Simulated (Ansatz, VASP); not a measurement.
**Li in VASP and in Ansatz**

The input INCAR:

```
SYSTEM = Li
  PREC = Accurate
  ENCUT = 600
  EDIFF = 1E-6
  ISMEAR = 0
  SIGMA = 0.1
  LREAL = .False.
  LASPH = .True.
  NELM = 100
  ALGO = Normal
  ISIF = 3
  LWAVE = .False.
  LCHARG = .False.
  GGA = PE
  IBRION = 2
  NSW = 100
  EDIFFG = -0.005
```

The input KPOINTS:

```
Automatic mesh
0
Gamma
  16 16 16
  0 0 0
```

Contents of POSCAR:

```
Li
1.0
   -1.7500000000      1.7500000000      1.7500000000
    1.7500000000     -1.7500000000      1.7500000000
    1.7500000000      1.7500000000     -1.7500000000
Li
1
Direct
    0.0000000000      0.0000000000      0.0000000000
```

Input for Ansatz:

```yaml
crystal:
  lattice:
    - [-1.75, 1.75, 1.75]
    - [1.75, -1.75, 1.75]
    - [1.75, 1.75, -1.75]
  atoms:
    - { symbol: Li, position: [0.0, 0.0, 0.0] }
basis:
  ecutwfc: 420
kpoints:
  mp_grid: { grid: [16, 16, 16] }
hamiltonian:
  xc: pbe
scf:
  occupations: { method: gaussian, width: 0.1 }
output:
  forces: true
  stress: true
  eigenvalues: true
relax:
  adjacent_minimum: "off"
  f_tol: 0.005
  max_steps: 80
  cell: { stress_tol: 0.05 }
```

Alike in both runs: task relaxation of cell and atoms; functional PBE; k mesh 16 × 16 × 16; occupations gaussian, width 0.1 eV; no spin polarisation.

|  | VASP | Ansatz |
| --- | --- | --- |
| version | VASP 6.6.1 | Ansatz 0.2.0 |
| potentials or method | VASP PAW PBE potentials, release 64 (Li_sv), cutoff 600 eV | scalar-relativistic, plane waves, PAW |
| valence electrons in the cell | 3 | 3 |

VASP gave:

```
gap on the k mesh at the Fermi level, each at its own relaxed structure (eV) : none
relaxed volume (Å³/atom)                                                     : 20.04
relaxed cell length with the largest relative difference (Å)                 : 2.964
```

Which values does Ansatz return?

gap on the k mesh at the Fermi level, each at its own relaxed structure (eV): none; relaxed volume (Å³/atom): 20.22; relaxed cell length with the largest relative difference (Å): 2.973.

A gap of «none» marks a metal or a gap that the smearing closes.

Noted on VASP's run: the cutoff is short for stress, so the pressure is rough.
